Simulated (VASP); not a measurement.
# Al2Cu (P2/m) in VASP: further runs

Aim: see how the results for Al2Cu move with the level of theory and the settings. Levels: PBE, PBEsol. Tasks: single point.

Program: VASP 6.6.1. These are calculated values, not measurements. Logs are shortened: lines on timing, memory, paths and dates and some standing lists are left out, and cuts for length are marked.

### Step 1. The cell of the first run

It takes space group P2/m (No. 10, monoclinic). The conventional cell has a = 2.802 Å, b = 2.837 Å, c = 5.906 Å, α = 90.00°, β = 103.39°, γ = 90.00°. Al (site symmetry m) has 4 Cu at 2.60 to 2.61 Å and 7 Al at 2.77 to 3.35 Å within 3.4 Å. Cu (site symmetry 2/m) has 8 Al at 2.60 to 2.61 Å and 4 Cu at 2.80 to 2.84 Å within 3.4 Å.

### Step 2. Single point, PBE

INCAR

```
SYSTEM = Al2Cu
  PREC = Accurate
  ENCUT = 600
  EDIFF = 1E-6
  ISMEAR = -1
  SIGMA = 0.15
  LREAL = .False.
  LASPH = .True.
  NELM = 120
  ALGO = Normal
  ISIF = 2
  LWAVE = .False.
  LCHARG = .False.
  GGA = PE
  NBANDS = 16
  GGA_COMPAT = .False.
```

KPOINTS

```
Automatic mesh
0
Gamma
  16 16 8
  0 0 0
```

POSCAR

```
Al2Cu
1.0
    2.8014454035      0.0000000000     -0.0365017657
    0.0000000000      2.8365584838      0.0000000000
   -1.3591229774      0.0000000000      5.7640030182
Al Cu
2 1
Direct
    0.6470628269      0.5000000000      0.2913154436
    0.3529371731      0.5000000000      0.7086845564
    0.0000000000      0.0000000000      0.0000000000
```

Potentials or basis: VASP PAW PBE potentials, release 64 (Al, Cu).

On the command line:

```console
cat potpaw_PBE.64/Al/POTCAR potpaw_PBE.64/Cu/POTCAR > POTCAR
mpirun -np 1 vasp_std > vasp.out
```

OUTCAR:

```text
SYSTEM = Al2Cu
   PREC = Accurate
   ENCUT = 600
   EDIFF = 1E-6
   ISMEAR = -1
   LREAL = .False.
   LASPH = .True.
   NELM = 120
   ISIF = 2
   GGA = PE

 ion  position               nearest neighbor table
   1  0.647  0.500  0.291-   3 2.60   3 2.60   3 2.61   3 2.61   2 2.77   2 2.79   2 3.35
   2  0.353  0.500  0.709-   3 2.60   3 2.60   3 2.61   3 2.61   1 2.77   1 2.79   1 3.35
   3  0.000  0.000  0.000-   1 2.60   1 2.60   2 2.60   2 2.60   1 2.61   2 2.61   1 2.61   2 2.61

  LATTYP: Found a simple monoclinic cell.
 ALAT       =     2.8016831955
 B/A-ratio  =     1.0124479771
 C/A-ratio  =     2.1081311625
 COS(beta)  =    -0.2315452248

  Lattice vectors:

 A1 = (   2.8014454035,   0.0000000000,  -0.0365017657)
 A2 = (   0.0000000000,  -2.8365584838,   0.0000000000)
 A3 = (  -1.4423224261,   0.0000000000,  -5.7275012525)

Analysis of symmetry for initial positions (statically):
=====================================================================
 Subroutine PRICEL returns:
 Original cell was already a primitive cell.

 Routine SETGRP: Setting up the symmetry group for a
 simple monoclinic supercell.

 Subroutine GETGRP returns: Found  4 space group operations
 (whereof  4 operations were pure point group operations)
 out of a pool of  4 trial point group operations.

The static configuration has the point symmetry C_2h.

Analysis of symmetry for dynamics (positions and initial velocities):
=====================================================================
 Subroutine PRICEL returns:
 Original cell was already a primitive cell.

 Routine SETGRP: Setting up the symmetry group for a
 simple monoclinic supercell.

 Subroutine GETGRP returns: Found  4 space group operations
 (whereof  4 operations were pure point group operations)
 out of a pool of  4 trial point group operations.

The dynamic configuration has the point symmetry C_2h.

 Subroutine INISYM returns: Found  4 space group operations
 (whereof  4 operations are pure point group operations),
 and found     1 'primitive' translations

----------------------------------------------------------------------------------------

                                     Primitive cell

  volume of cell :      45.6627

  direct lattice vectors                    reciprocal lattice vectors
     2.801445403  0.000000000 -0.036501766     0.358058660  0.000000000  0.084428435
     0.000000000  2.836558484  0.000000000     0.000000000  0.352539884  0.000000000
    -1.359122977  0.000000000  5.764003018     0.002267482  0.000000000  0.174025202

  length of vectors
     2.801683195  2.836558484  5.922072784     0.367877921  0.352539884  0.174039973

  position of ions in fractional coordinates (direct lattice)
     0.647062827  0.500000000  0.291315444
     0.352937173  0.500000000  0.708684556
     0.000000000  0.000000000  0.000000000

  ion indices of the primitive-cell ions
   primitive index   ion index
                 1           1
                 2           2
                 3           3

----------------------------------------------------------------------------------------

 KPOINTS: Automatic mesh

Automatic generation of k-mesh.
 Grid dimensions read from file:
 generate k-points for:   16   16    8

 Generating k-lattice:

  Cartesian coordinates                     Fractional coordinates (reciprocal lattice)
     0.022378666  0.000000000  0.005276777     0.062500000  0.000000000  0.000000000
     0.000000000  0.022033743  0.000000000     0.000000000  0.062500000  0.000000000
     0.000283435  0.000000000  0.021753150     0.000000000  0.000000000  0.125000000

  Length of vectors
     0.022992370  0.022033743  0.021754997

  Shift w.r.t. Gamma in fractional coordinates (k-lattice)
     0.000000000  0.000000000  0.000000000

 Subroutine IBZKPT returns following result:
 ===========================================

 Found    594 irreducible k-points:

 Following reciprocal coordinates:
            Coordinates               Weight
  0.000000  0.000000  0.000000      1.000000
  0.062500  0.000000  0.000000      2.000000
  0.125000  0.000000  0.000000      2.000000
  0.187500  0.000000  0.000000      2.000000
  0.250000  0.000000  0.000000      2.000000
  0.312500  0.000000  0.000000      2.000000
[... 16 lines left out ...]
  0.250000  0.125000  0.000000      4.000000
  0.312500  0.125000  0.000000      4.000000
 [... further k-points ...]
   k-points           NKPTS =    594   k-points in BZ     NKDIM =    594   number of bands    NBANDS=     16
   number of dos      NEDOS =    301   number of ions     NIONS =      3
   total plane-waves  NPLWV =  27648
   dimension x,y,z NGX =    24 NGY =   24 NGZ =   48
   dimension x,y,z NGXF=    48 NGYF=   48 NGZF=   96
   ions per type =               2   1
   NGX,Y,Z   is equivalent  to a cutoff of  14.24, 14.07, 13.47 a.u.
   NGXF,Y,Z  is equivalent  to a cutoff of  28.48, 28.13, 26.95 a.u.
 SYSTEM =  Al2Cu
   PREC   = accura    normal or accurate (medium, high low for compatibility)
   ISTART =      0    job   : 0-new  1-cont  2-samecut
   ICHARG =      2    charge: 1-file 2-atom 10-const
   ISPIN  =      1    spin polarized calculation?
   LNONCOLLINEAR =      F non collinear calculations
   LSORBIT =      F    spin-orbit coupling
   LASPH  =      T    aspherical Exc in radial PAW
   ENCUT  =  600.0 eV  44.10 Ry    6.64 a.u.   5.60  5.67 11.83*2*pi/ulx,y,z
   NELM   =    120;   NELMIN=  2; NELMDL= -5     # of ELM steps
   EDIFF  = 0.1E-05   stopping-criterion for ELM
   LREAL  =      F    real-space projection
   EDIFFG = 0.1E-04   stopping-criterion for IOM
   NSW    =      0    number of steps for IOM
   IBRION =     -1    ionic relax: 0-MD 1-quasi-New 2-CG
   NFREE  =      0    steps in history (QN), initial steepest desc. (CG)
   ISIF   =      2    stress and relaxation
   ISYM   =      2    0-nonsym 1-usesym 2-fastsym
   POTIM  = 0.5000    time-step for ionic-motion
   TEBEG  =    0.0;   TEEND  =   0.0 temperature during run
   PSTRESS=    0.0 pullay stress
   NELECT =      17.0000    total number of electrons
   NUPDOWN=      -1.0000    fix difference up-down
   EMIN   =  10.00;   EMAX   =-10.00  energy-range for DOS
   EFERMI =   0.00;   METHOD = LEGACY
   ISMEAR =    -1;   SIGMA  =   0.15  broadening in eV -4-tet -1-fermi 0-gaus
   EFERMI_NEDOS =   21; number of points for ismear=-14 and -15
   IALGO  =     38    algorithm
   IMIX   =      4    mixing-type and parameters
     AMIX     =   0.40;   BMIX     =  1.00
     AMIX_MAG =   1.60;   BMIX_MAG =  1.00
  volume/ion in A,a.u.               =      15.22       102.72
  Fermi-wavevector in a.u.,A,eV,Ry     =   1.177707  2.225543 18.871193  1.386994
  Thomas-Fermi vector in A             =   2.314049
   LORBIT       =      0    0 simple, 1 ext, 2 COOP (PROOUT), +10 PAW based schemes
   GGA     = PE    functional components
   LHFCALC =     F    Hartree Fock is set to
   AEXX    =    0.0000 exact exchange contribution
   IVDW    =     0    specifies the selected vdW correction
   LEPSILON=     F    determine dielectric tensor
   LRPA    =     F    only Hartree local field effects (RPA)
 non-spin polarized calculation
  energy-cutoff  :      600.00
  volume of cell :       45.66
 maximum number of plane-waves:      1544
   NGX = 11   NGY = 11   NGZ = 23

 number of electron      16.9999990 magnetization

 Free energy of the ion-electron system (eV)
  ---------------------------------------------------
  ext. energy  EPLUGINS =         0.00000000
  ---------------------------------------------------
  free energy    TOTEN  =       -11.56746152 eV

  energy without entropy =      -11.50163438  energy(sigma->0) =      -11.53454795

 E-fermi :   7.7881     XC(G=0): -10.7496

 val. band max:        7.7796865294   @ k =   0.2500   0.0000   0.3750
 cond. band min:       7.8002456136   @ k =   0.1875   0.1875   0.3750
 fundamental gap:      0.0205590842
 Fermi energy:         7.7880875056

 k-point     1 :       0.0000    0.0000    0.0000
  band No.  band energies     occupation
      1      -2.9293      2.00000
      2       1.1710      2.00000
      3       1.5765      2.00000
      4       3.3460      2.00000
      5       4.1449      2.00000
      6       4.1929      2.00000
[... 8 lines left out ...]
     15      16.2378      0.00000
     16      18.4358      0.00000

 k-point     2 :       0.0625    0.0000    0.0000
  band No.  band energies     occupation
      1      -2.8497      2.00000
      2       1.1155      2.00000
      3       1.7517      2.00000
      4       3.3603      2.00000
      5       4.1487      2.00000
      6       4.1876      2.00000
[... 8 lines left out ...]
     15      17.4657      0.00000
     16      18.3835      0.00000

 k-point     3 :       0.1250    0.0000    0.0000
  band No.  band energies     occupation
      1      -2.6118      2.00000
      2       1.0901      2.00000
      3       2.1215      2.00000
      4       3.4006      2.00000
      5       4.1563      2.00000
      6       4.1596      2.00000
[... 8 lines left out ...]
     15      18.3575      0.00000
     16      18.5733      0.00000

 k-point     4 :       0.1875    0.0000    0.0000
  band No.  band energies     occupation
      1      -2.2175      2.00000
      2       1.1726      2.00000
      3       2.5559      2.00000
      4       3.4602      2.00000
      5       4.1081      2.00000
      6       4.1759      2.00000
[... 8 lines left out ...]
     15      18.4429      0.00000
     16      18.5856      0.00000
[... 324 lines left out ...]
 k-point    22 :       0.1875    0.1250    0.0000
  band No.  band energies     occupation
      1      -1.9314      2.00000
      2       1.3919      2.00000
      3       2.7340      2.00000
      4       3.5243      2.00000
      5       3.9799      2.00000
      6       4.2405      2.00000
[... 8 lines left out ...]
     15      17.7393      0.00000
     16      18.2851      0.00000

 k-point    23 :       0.2500    0.1250    0.0000
  band No.  band energies     occupation
      1      -1.3886      2.00000
      2       1.5793      2.00000
      3       3.0877      2.00000
      4       3.5945      2.00000
      5       3.9216      2.00000
      6       4.2076      2.00000
[... 8 lines left out ...]
     15      17.7795      0.00000
     16      18.5199      0.00000

 k-point    24 :       0.3125    0.1250    0.0000
  band No.  band energies     occupation
      1      -0.7022      2.00000
      2       1.8506      2.00000
      3       3.3263      2.00000
      4       3.6019      2.00000
      5       3.8716      2.00000
      6       4.1669      2.00000
[... 8 lines left out ...]
     15      17.8940      0.00000
     16      19.0757      0.00000

 [... further k-points ...]

------------------------ aborting loop because EDIFF is reached ----------------------------------------

  FORCE on cell =-STRESS in cart. coord.  units (eV):
  Direction    XX          YY          ZZ          XY          YZ          ZX
  --------------------------------------------------------------------------------------
  -------------------------------------------------------------------------------------
  Total        0.0536127      0.0453699      0.0682073      0.0000000      0.0000000      0.0021127
  in kB        1.8811201      1.5919026      2.3932020      0.0000000      0.0000000      0.0741293
  external PRESSURE =       1.9554082 kB  Pullay stress =       0.0000000 kB

 VOLUME and BASIS-vectors are now :
 -----------------------------------------------------------------------------
  energy-cutoff  :      600.00
  volume of cell :       45.66
      direct lattice vectors                 reciprocal lattice vectors
     2.801445403  0.000000000 -0.036501766     0.358058660  0.000000000  0.084428435
     0.000000000  2.836558484  0.000000000     0.000000000  0.352539884  0.000000000
    -1.359122977  0.000000000  5.764003018     0.002267482  0.000000000  0.174025202

 POSITION                                       TOTAL-FORCE (eV/Angst)
 -----------------------------------------------------------------------------------
      1.41678      1.41828      1.65552         0.000320     -0.000000      0.020380
      0.02554      1.41828      4.07198        -0.000320      0.000000     -0.020380
      0.00000      0.00000      0.00000        -0.000000     -0.000000     -0.000000
 -----------------------------------------------------------------------------------
    total drift:                                0.000000      0.000000     -0.000000

  FREE ENERGIE OF THE ION-ELECTRON SYSTEM (eV)
  ---------------------------------------------------
  free  energy   TOTEN  =       -11.5674615175 eV

  energy  without entropy=      -11.5016343783  energy(sigma->0) =      -11.53454795
```

It took 11 min on 1 thread of Intel Xeon 8259CL, shared host; peak memory 0.6 GiB.

Results:

- Free energy: -11.5675 eV
- Pressure: 0.2 GPa
- Largest force: 0.020 eV/Å
- Band gap on the k mesh: zero (an odd number of electrons rules out a gap without spin polarisation)

Forces on the atoms (eV/Å):
```
Al   0.000  0.000  0.020
Al   0.000  0.000 -0.020
Cu   0.000  0.000  0.000
```

### Step 3. Single point, PBEsol

INCAR

```
SYSTEM = Al2Cu
ALGO = Fast ; EDIFF = 1E-6
ENCUT = 520 ; GGA = PS
ISIF = 2 ; ISMEAR = 0
LASPH = .TRUE. ; LCHARG = .FALSE.
LREAL = .FALSE. ; LWAVE = .FALSE.
NBANDS = 16 ; NELM = 80
PREC = Accurate ; SIGMA = 0.1
```

KPOINTS

```
k-points
0
G
  16 16 8
  0 0 0
```

POSCAR

```
Al2Cu
1.0
    2.8026530383      0.0000000000     -0.0462267865
    0.0000000000      2.8358683119      0.0000000000
   -1.3797363225      0.0000000000      5.7626116544
Al Cu
2 1
Direct
    0.6488301852      0.5000000000      0.2911935971
    0.3511698148      0.5000000000      0.7088064029
    0.0000000000      0.0000000000      0.0000000000
```

Potentials or basis: VASP PAW PBE potentials, release 64 (Al, Cu).

On the command line:

```console
cat potpaw_PBE.64/Al/POTCAR potpaw_PBE.64/Cu/POTCAR > POTCAR
mpirun -np 1 vasp_std > vasp.out
```

Run time: 5.5 min. Hardware: 1 thread of AMD EPYC 7R13 (Zen 3), shared host; peak memory 0.48 GiB.

The run converged. Its results:

| Item | Value |
| --- | --- |
| Free energy | -12.7995 eV |
| Pressure | -3.3 GPa |
| Largest force | 0.129 eV/Å |
| Band gap on the k mesh | zero (an odd number of electrons rules out a gap without spin polarisation) |

Forces on the atoms (eV/Å):
```
Al  -0.004  0.000 -0.128
Al   0.004  0.000  0.128
Cu   0.000  0.000  0.000
```

Stress tensor (GPa, compression positive):
```
-3.23  0.00  0.00
 0.00 -3.33  0.00
 0.00  0.00 -3.22
```

Levels at points of the mesh, in eV from the Fermi level:
| k point | band 6 | band 7 | band 8 | band 9 | band 10 | band 11 |
| --- | --- | --- | --- | --- | --- | --- |
| (0.00, 0.00, 0.00) | -3.60 | -3.54 | -3.26 | 6.29 | 6.50 | 7.03 |
| (0.50, 0.00, 0.00) | -3.73 | -3.55 | -2.84 | -1.68 | 0.73 | 2.35 |
| (0.00, 0.50, 0.00) | -3.51 | -2.66 | -2.31 | -2.26 | 0.06 | 0.49 |
| (0.50, 0.50, 0.00) | -2.07 | -1.63 | -0.46 | 0.53 | 1.03 | 1.69 |
| (0.00, 0.00, 0.50) | -3.60 | -3.26 | -1.38 | 1.04 | 6.88 | 7.34 |
| (0.50, 0.00, 0.50) | -3.71 | -3.55 | -2.80 | -1.54 | 0.42 | 2.12 |
| (0.00, 0.50, 0.50) | -3.68 | -3.51 | -3.48 | -2.28 | 3.85 | 3.93 |
| (0.50, 0.50, 0.50) | -2.11 | -1.68 | -0.51 | 0.55 | 1.27 | 1.79 |

Caveat: the cell stands under tension; the PAW data sets were made with another functional, which shifts forces and pressure a little.
